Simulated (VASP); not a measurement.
A run of VASP 6.6.1 is set up as follows.

File INCAR:

```
SYSTEM = CdCl3
ALGO     = Normal         ! electronic algorithm
EDIFF    = 1E-6           ! SCF threshold, eV
EDIFFG   = -0.04          ! ionic threshold
ENCUT    = 600            ! plane-wave cutoff, eV
GGA      = PE             ! functional
IBRION   = 2              ! ionic algorithm
ISIF     = 3              ! what is computed and relaxed
ISMEAR   = 0              ! smearing method
LASPH    = .TRUE.         ! aspherical terms in the spheres
LCHARG   = .FALSE.        ! write CHGCAR
LREAL    = .FALSE.        ! projectors in reciprocal space
LWAVE    = .FALSE.        ! write WAVECAR
NELM     = 80             ! most SCF steps
NSW      = 90             ! ionic steps
PREC     = Accurate       ! precision mode
SIGMA    = 0.1            ! smearing width, eV
```

File KPOINTS:

```
k-points
0
G
  6 6 6
  0 0 0
```

Contents of POSCAR:

```
CdCl3
1.0
    2.5429597300      1.4681784900      5.5969786300
   -2.5429597300      1.4681784900      5.5969786300
    0.0000000000     -2.9363569700      5.5969786300
Cd Cl
1 3
Direct
    0.0000000000      0.0000000000      0.0000000000
    0.2188269300      0.2188269300      0.2188269300
    0.7811730700      0.7811730700      0.7811730700
    0.5000000000      0.5000000000      0.5000000000
```

Potentials or basis: VASP PAW PBE potentials, release 64 (Cd, Cl).

The run is started by

```bash
$ cat potpaw_PBE.64/Cd/POTCAR potpaw_PBE.64/Cl/POTCAR > POTCAR
$ mpirun -np 1 vasp_std > vasp.out
```

Predict the space group after relaxing (to 0.1 Å).

R-3m (No. 166).

Predict the relaxed cell.

a = 8.792 Å, b = 8.792 Å, c = 8.792 Å, α = 25.43°, β = 25.43°, γ = 25.43°.

Estimate the band gap on the k mesh.

zero (an odd number of electrons rules out a gap without spin polarisation).

The path:
```tsv
step	energy change (eV)	largest force (eV/Å)	pressure (GPa)	volume (Å³)
1	0.0000	0.9882	-3.87	125.38
2	-0.4449	1.2399	-3.28	112.10
3	-0.9498	1.8442	8.24	77.65
4	-1.0050	1.7013	1.91	88.10
5	-1.0228	1.7638	3.65	84.45
6	-1.2940	1.3842	4.06	81.78
7	-1.4358	0.2855	7.16	75.91
8	-1.4624	0.5938	6.02	77.42
9	-1.6298	0.4021	1.32	83.79
10	-1.6481	0.3319	-0.50	87.30
11	-1.6482	0.3355	-0.39	87.06
12	-1.6697	0.3540	-0.37	87.08
13	-1.7513	0.3818	-0.21	87.11
14	-1.9482	0.2806	0.58	86.97
15	-2.1553	0.4467	4.43	85.93
16	-2.1627	0.4677	4.43	86.17
17	-2.1812	0.5350	4.45	86.90
18	-2.2008	0.6930	4.57	88.33
19	-2.1645	1.0865	5.22	91.04
20	-2.1971	0.8019	4.73	89.08
21	-2.2298	0.7614	4.11	90.18
22	-2.3070	0.6453	2.43	93.52
23	-2.3792	0.4341	-0.20	100.40
24	-2.3826	0.3809	-0.76	102.30
25	-2.4035	0.3752	-0.74	102.49
26	-2.4645	0.3481	-0.72	103.01
27	-2.5756	0.2499	-0.68	103.81
28	-2.7317	0.1005	-0.80	104.49
29	-2.6478	1.1415	-1.84	102.49
30	-2.7577	0.4311	-1.15	104.37
31	-2.8148	0.1482	1.42	98.72
32	-2.8148	0.1468	1.43	98.70
33	-2.8625	0.0795	1.55	99.74
34	-2.8647	0.1696	2.53	101.49
35	-2.8944	0.0811	2.10	100.95
36	-2.9015	0.4694	-1.38	111.12
37	-2.9262	0.2247	0.10	106.29
38	-2.9359	0.1664	0.06	107.44
39	-2.9461	0.0299	-0.03	110.28
```

Caveat: a cell axis changed by over 15 % at a fixed basis, so the end point is rough; an odd number of electrons without spin polarisation forces a metal; a magnetic or distorted state may lie lower.
